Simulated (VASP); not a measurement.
# As (Pm-3m) in VASP: notebook

The runs below take As through single point, relaxation of cell and atoms, with LDA.

Program: VASP 6.6.1. These are calculated values, not measurements. Logs are shortened: lines on timing, memory, paths and dates and some standing lists are left out, and cuts for length are marked.

### Step 1. The cell of the first run

The structure is cubic, space group Pm-3m (No. 221). The conventional cell has a = 2.672 Å, b = 2.672 Å, c = 2.672 Å, α = 90.00°, β = 90.00°, γ = 90.00°. Within 3.5 Å of As (site symmetry m-3m) lie 6 As at 2.67 Å.

### Step 2. Single point, LDA

Input file INCAR:

```
SYSTEM = As
PREC = Accurate ; ENCUT = 500
EDIFF = 1E-6 ; ISMEAR = -1
SIGMA = 0.08 ; LREAL = .FALSE.
LASPH = .TRUE. ; NELM = 120
ALGO = Normal ; ISIF = 2
LWAVE = .FALSE. ; LCHARG = .FALSE.
GGA = CA ; NBANDS = 8
GGA_COMPAT = .FALSE.
```

Input file KPOINTS:

```
regular mesh
0
G
  15 15 15
  0 0 0
```

Input file POSCAR:

```
As
1.0
    2.6724660729      0.0000000000      0.0000000000
    0.0000000000      2.6724660729      0.0000000000
    0.0000000000      0.0000000000      2.6724660729
As
1
Direct
    0.0000000000      0.0000000000      0.0000000000
```

Potentials or basis: VASP PAW LDA potentials, release 64 (As).

Run with:

```console
cat potpaw_LDA.64/As/POTCAR > POTCAR
mpirun -np 1 vasp_std > vasp.out
```

OUTCAR:

```text
SYSTEM = As
   PREC = Accurate
   ENCUT = 500
   EDIFF = 1E-6
   ISMEAR = -1
   LREAL = .FALSE.
   LASPH = .TRUE.
   NELM = 120
   ISIF = 2
   GGA = CA

 ion  position               nearest neighbor table
   1  0.000  0.000  0.000-

  LATTYP: Found a simple cubic cell.
 ALAT       =     2.6724660729

  Lattice vectors:

 A1 = (   2.6724660729,   0.0000000000,   0.0000000000)
 A2 = (   0.0000000000,   2.6724660729,   0.0000000000)
 A3 = (   0.0000000000,   0.0000000000,   2.6724660729)

Analysis of symmetry for initial positions (statically):
=====================================================================
 Subroutine PRICEL returns:
 Original cell was already a primitive cell.

 Routine SETGRP: Setting up the symmetry group for a
 simple cubic supercell.

 Subroutine GETGRP returns: Found 48 space group operations
 (whereof 48 operations were pure point group operations)
 out of a pool of 48 trial point group operations.

The static configuration has the point symmetry O_h .

Analysis of symmetry for dynamics (positions and initial velocities):
=====================================================================
 Subroutine PRICEL returns:
 Original cell was already a primitive cell.

 Routine SETGRP: Setting up the symmetry group for a
 simple cubic supercell.

 Subroutine GETGRP returns: Found 48 space group operations
 (whereof 48 operations were pure point group operations)
 out of a pool of 48 trial point group operations.

The dynamic configuration has the point symmetry O_h .

 Subroutine INISYM returns: Found 48 space group operations
 (whereof 48 operations are pure point group operations),
 and found     1 'primitive' translations

----------------------------------------------------------------------------------------

                                     Primitive cell

  volume of cell :      19.0870

  direct lattice vectors                    reciprocal lattice vectors
     2.672466073  0.000000000  0.000000000     0.374186228  0.000000000  0.000000000
     0.000000000  2.672466073  0.000000000     0.000000000  0.374186228  0.000000000
     0.000000000  0.000000000  2.672466073     0.000000000  0.000000000  0.374186228

  length of vectors
     2.672466073  2.672466073  2.672466073     0.374186228  0.374186228  0.374186228

  position of ions in fractional coordinates (direct lattice)
     0.000000000  0.000000000  0.000000000

  ion indices of the primitive-cell ions
   primitive index   ion index
                 1           1

----------------------------------------------------------------------------------------

 KPOINTS: regular mesh

Automatic generation of k-mesh.
 Grid dimensions read from file:
 generate k-points for:   15   15   15

 Generating k-lattice:

  Cartesian coordinates                     Fractional coordinates (reciprocal lattice)
     0.024945749  0.000000000  0.000000000     0.066666667  0.000000000  0.000000000
     0.000000000  0.024945749  0.000000000     0.000000000  0.066666667  0.000000000
     0.000000000  0.000000000  0.024945749     0.000000000  0.000000000  0.066666667

  Length of vectors
     0.024945749  0.024945749  0.024945749

  Shift w.r.t. Gamma in fractional coordinates (k-lattice)
     0.000000000  0.000000000  0.000000000

 Subroutine IBZKPT returns following result:
 ===========================================

 Found    120 irreducible k-points:

 Following reciprocal coordinates:
            Coordinates               Weight
  0.000000  0.000000  0.000000      1.000000
  0.066667  0.000000  0.000000      6.000000
  0.133333  0.000000  0.000000      6.000000
  0.200000  0.000000  0.000000      6.000000
  0.266667  0.000000  0.000000      6.000000
  0.333333  0.000000  0.000000      6.000000
[... 16 lines left out ...]
  0.266667  0.200000  0.000000     24.000000
  0.333333  0.200000  0.000000     24.000000
 [... further k-points ...]
   k-points           NKPTS =    120   k-points in BZ     NKDIM =    120   number of bands    NBANDS=      8
   number of dos      NEDOS =    301   number of ions     NIONS =      1
   total plane-waves  NPLWV =   8000
   dimension x,y,z NGX =    20 NGY =   20 NGZ =   20
   dimension x,y,z NGXF=    40 NGYF=   40 NGZF=   40
   ions per type =               1
   NGX,Y,Z   is equivalent  to a cutoff of  12.44, 12.44, 12.44 a.u.
   NGXF,Y,Z  is equivalent  to a cutoff of  24.88, 24.88, 24.88 a.u.
 SYSTEM =  As
   PREC   = accura    normal or accurate (medium, high low for compatibility)
   ISTART =      0    job   : 0-new  1-cont  2-samecut
   ICHARG =      2    charge: 1-file 2-atom 10-const
   ISPIN  =      1    spin polarized calculation?
   LNONCOLLINEAR =      F non collinear calculations
   LSORBIT =      F    spin-orbit coupling
   LASPH  =      T    aspherical Exc in radial PAW
   ENCUT  =  500.0 eV  36.75 Ry    6.06 a.u.   4.87  4.87  4.87*2*pi/ulx,y,z
   NELM   =    120;   NELMIN=  2; NELMDL= -5     # of ELM steps
   EDIFF  = 0.1E-05   stopping-criterion for ELM
   LREAL  =      F    real-space projection
   EDIFFG = 0.1E-04   stopping-criterion for IOM
   NSW    =      0    number of steps for IOM
   IBRION =     -1    ionic relax: 0-MD 1-quasi-New 2-CG
   NFREE  =      0    steps in history (QN), initial steepest desc. (CG)
   ISIF   =      2    stress and relaxation
   ISYM   =      2    0-nonsym 1-usesym 2-fastsym
   POTIM  = 0.5000    time-step for ionic-motion
   TEBEG  =    0.0;   TEEND  =   0.0 temperature during run
   PSTRESS=    0.0 pullay stress
   NELECT =       5.0000    total number of electrons
   NUPDOWN=      -1.0000    fix difference up-down
   EMIN   =  10.00;   EMAX   =-10.00  energy-range for DOS
   EFERMI =   0.00;   METHOD = LEGACY
   ISMEAR =    -1;   SIGMA  =   0.08  broadening in eV -4-tet -1-fermi 0-gaus
   EFERMI_NEDOS =   21; number of points for ismear=-14 and -15
   IALGO  =     38    algorithm
   IMIX   =      4    mixing-type and parameters
     AMIX     =   0.40;   BMIX     =  1.00
     AMIX_MAG =   1.60;   BMIX_MAG =  1.00
  volume/ion in A,a.u.               =      19.09       128.81
  Fermi-wavevector in a.u.,A,eV,Ry     =   1.047497  1.979482 14.928981  1.097249
  Thomas-Fermi vector in A             =   2.182379
   LORBIT       =      0    0 simple, 1 ext, 2 COOP (PROOUT), +10 PAW based schemes
   GGA     = CA    functional components
   LHFCALC =     F    Hartree Fock is set to
   AEXX    =    0.0000 exact exchange contribution
   IVDW    =     0    specifies the selected vdW correction
   LEPSILON=     F    determine dielectric tensor
   LRPA    =     F    only Hartree local field effects (RPA)
 non-spin polarized calculation
  energy-cutoff  :      500.00
  volume of cell :       19.09
 maximum number of plane-waves:       498
 NGX is ok and might be reduce to    20
   NGX =  9   NGY =  9   NGZ =  9

 number of electron       5.0000001 magnetization

 Free energy of the ion-electron system (eV)
  ---------------------------------------------------
  ext. energy  EPLUGINS =         0.00000000
  ---------------------------------------------------
  free energy    TOTEN  =        -5.32357393 eV

  energy without entropy =       -5.31410563  energy(sigma->0) =       -5.31883978

 E-fermi :   6.3924     XC(G=0): -10.7389

 val. band max:        6.3918212225   @ k =   0.4000   0.2667   0.2000
 cond. band min:       6.4027421601   @ k =   0.2000   0.2000   0.0667
 fundamental gap:      0.0109209376
 Fermi energy:         6.3924393651

 k-point     1 :       0.0000    0.0000    0.0000
  band No.  band energies     occupation
      1      -8.9511      2.00000
      2      10.5906      0.00000
      3      10.5906      0.00000
      4      10.5906      0.00000
      5      14.9726      0.00000
      6      14.9726      0.00000
      7      17.0831      0.00000
      8      31.7061      0.00000

 k-point     2 :       0.0667    0.0000    0.0000
  band No.  band energies     occupation
      1      -8.8665      2.00000
      2       9.4677      0.00000
      3      10.6657      0.00000
      4      10.6657      0.00000
      5      15.0478      0.00000
      6      15.7901      0.00000
      7      17.6076      0.00000
      8      30.3289      0.00000

 k-point     3 :       0.1333    0.0000    0.0000
  band No.  band energies     occupation
      1      -8.6145      2.00000
      2       7.4289      0.00000
      3      10.8865      0.00000
      4      10.8865      0.00000
      5      15.2715      0.00000
      6      16.5415      0.00000
      7      19.5341      0.00000
      8      28.2967      0.00000

 k-point     4 :       0.2000    0.0000    0.0000
  band No.  band energies     occupation
      1      -8.2011      2.00000
      2       5.3261      2.00000
      3      11.2385      0.00000
      4      11.2385      0.00000
      5      15.6361      0.00000
      6      17.0716      0.00000
      7      22.0650      0.00000
      8      26.3501      0.00000

 k-point     5 :       0.2667    0.0000    0.0000
  band No.  band energies     occupation
      1      -7.6407      2.00000
      2       3.3521      2.00000
      3      11.6924      0.00000
      4      11.6924      0.00000
      5      16.1249      0.00000
      6      17.6858      0.00000
      7      24.1543      0.00000
      8      24.5985      0.00000
[... 177 lines left out ...]
 k-point    22 :       0.2000    0.2000    0.0000
  band No.  band energies     occupation
      1      -7.4510      2.00000
      2       5.7464      1.99938
      3       6.3286      1.37900
      4      11.8824      0.00000
      5      16.9775      0.00000
      6      19.7854      0.00000
      7      22.5820      0.00000
      8      23.9631      0.00000

 k-point    23 :       0.2667    0.2000    0.0000
  band No.  band energies     occupation
      1      -6.8903      2.00000
      2       4.0318      2.00000
      3       6.5838      0.16763
      4      12.3328      0.00000
      5      17.1741      0.00000
      6      18.5482      0.00000
      7      23.5912      0.00000
      8      25.2035      0.00000

 k-point    24 :       0.3333    0.2000    0.0000
  band No.  band energies     occupation
      1      -6.2157      2.00000
      2       2.2934      2.00000
      3       7.1531      0.00015
      4      12.8310      0.00000
      5      16.2690      0.00000
      6      18.6115      0.00000
      7      23.7548      0.00000
      8      23.9304      0.00000

 [... further k-points ...]
[... 5 lines left out ...]
  --------------------------------------------------------------------------------------
  -------------------------------------------------------------------------------------
  Total        0.0420008      0.0420008      0.0420008      0.0000000      0.0000000      0.0000000
  in kB        3.5255894      3.5255894      3.5255894      0.0000000      0.0000000      0.0000000
  external PRESSURE =       3.5255894 kB  Pullay stress =       0.0000000 kB

 VOLUME and BASIS-vectors are now :
 -----------------------------------------------------------------------------
  energy-cutoff  :      500.00
  volume of cell :       19.09
      direct lattice vectors                 reciprocal lattice vectors
     2.672466073  0.000000000  0.000000000     0.374186228  0.000000000  0.000000000
     0.000000000  2.672466073  0.000000000     0.000000000  0.374186228  0.000000000
     0.000000000  0.000000000  2.672466073     0.000000000  0.000000000  0.374186228

 POSITION                                       TOTAL-FORCE (eV/Angst)
 -----------------------------------------------------------------------------------
      0.00000      0.00000      0.00000         0.000000      0.000000      0.000000
 -----------------------------------------------------------------------------------
    total drift:                                0.000000     -0.000000      0.000000

  FREE ENERGIE OF THE ION-ELECTRON SYSTEM (eV)
  ---------------------------------------------------
  free  energy   TOTEN  =        -5.3235739252 eV

  energy  without entropy=       -5.3141056271  energy(sigma->0) =       -5.31883978
```

It took 5.3 s on 1 thread of Intel Xeon Platinum 8559C (Emerald Rapids), shared host; peak memory 0.12 GiB.

What came out:

```yaml
Free_energy: -5.3236 eV
Pressure: 0.4 GPa
```

### Step 3. Single point, LDA

Input file INCAR:

```
  ALGO = Normal
  EDIFF = 1E-6
  ENCUT = 500
  GGA = CA
  GGA_COMPAT = F
  ISIF = 2
  ISMEAR = -1
  LASPH = T
  LCHARG = F
  LREAL = F
  LWAVE = F
  NBANDS = 8
  NELM = 120
  PREC = Accurate
  SIGMA = 0.08
```

Input file KPOINTS:

```
k-points
0
Gamma
  15 15 15
```

Input file POSCAR:

```
As
1.0
    2.6724661114      0.0000000000      0.0000000000
    0.0000000000      2.6724661114      0.0000000000
    0.0000000000      0.0000000000      2.6724661114
As
1
Direct
    0.0000000000      0.0000000000      0.0000000000
```

Potentials or basis: VASP PAW LDA potentials, release 64 (As).

Run with:

```console
cat potpaw_LDA.64/As/POTCAR > POTCAR
mpirun -np 1 vasp_std > vasp.out
```

OUTCAR:

```text
EDIFF = 1E-6
   ENCUT = 500
   GGA = CA
   ISIF = 2
   ISMEAR = -1
   LASPH = T
   LREAL = F
   NELM = 120
   PREC = Accurate

 ion  position               nearest neighbor table
   1  0.000  0.000  0.000-

  LATTYP: Found a simple cubic cell.
 ALAT       =     2.6724661114

  Lattice vectors:

 A1 = (   2.6724661114,   0.0000000000,   0.0000000000)
 A2 = (   0.0000000000,   2.6724661114,   0.0000000000)
 A3 = (   0.0000000000,   0.0000000000,   2.6724661114)

[... 441 lines left out ...]
      8      23.9304      0.00000

 [... further k-points ...]

------------------------ aborting loop because EDIFF is reached ----------------------------------------

  FORCE on cell =-STRESS in cart. coord.  units (eV):
  Direction    XX          YY          ZZ          XY          YZ          ZX
  --------------------------------------------------------------------------------------
  -------------------------------------------------------------------------------------
  Total        0.0420003      0.0420003      0.0420003     -0.0000000      0.0000000     -0.0000000
  in kB        3.5255476      3.5255476      3.5255476     -0.0000000      0.0000000     -0.0000000
  external PRESSURE =       3.5255476 kB  Pullay stress =       0.0000000 kB

 VOLUME and BASIS-vectors are now :
 -----------------------------------------------------------------------------
  energy-cutoff  :      500.00
  volume of cell :       19.09
      direct lattice vectors                 reciprocal lattice vectors
     2.672466111  0.000000000  0.000000000     0.374186223  0.000000000  0.000000000
     0.000000000  2.672466111  0.000000000     0.000000000  0.374186223  0.000000000
     0.000000000  0.000000000  2.672466111     0.000000000  0.000000000  0.374186223

 POSITION                                       TOTAL-FORCE (eV/Angst)
 -----------------------------------------------------------------------------------
      0.00000      0.00000      0.00000         0.000000      0.000000      0.000000
 -----------------------------------------------------------------------------------
    total drift:                               -0.000000     -0.000000      0.000000

  FREE ENERGIE OF THE ION-ELECTRON SYSTEM (eV)
  ---------------------------------------------------
  free  energy   TOTEN  =        -5.3235739268 eV

  energy  without entropy=       -5.3141056283  energy(sigma->0) =       -5.31883978
```

OSZICAR:

```text
N       E                     dE             d eps       ncg     rms          rms(c)
DAV:   1     0.176276814929E+01    0.17628E+01   -0.20936E+03  1936   0.459E+02
DAV:   2    -0.525102824183E+01   -0.70138E+01   -0.68785E+01  2520   0.507E+01
DAV:   3    -0.533183011098E+01   -0.80802E-01   -0.80585E-01  2192   0.591E+00
DAV:   4    -0.533192570351E+01   -0.95593E-04   -0.95592E-04  3032   0.224E-01
DAV:   5    -0.533192573378E+01   -0.30275E-07   -0.30410E-07  2232   0.269E-03    0.242E+00
DAV:   6    -0.532667612567E+01    0.52496E-02   -0.50448E-04  2448   0.165E-01    0.143E+00
DAV:   7    -0.532356393156E+01    0.31122E-02   -0.12172E-03  2168   0.254E-01    0.628E-02
DAV:   8    -0.532357349677E+01   -0.95652E-05   -0.10294E-05  2760   0.241E-02    0.866E-03
DAV:   9    -0.532357392677E+01   -0.43000E-06   -0.15907E-07  1920   0.299E-03
   1 F= -.53235739E+01 E0= -.53188398E+01  d E =-.946830E-02
```

Run time: 5.2 s. Hardware: 1 thread of Intel Xeon Platinum 8559C (Emerald Rapids), shared host; peak memory 0.12 GiB.

What came out:

- Free energy: -5.3236 eV
- Pressure: 0.4 GPa

(Continued in part 2 of 2.)
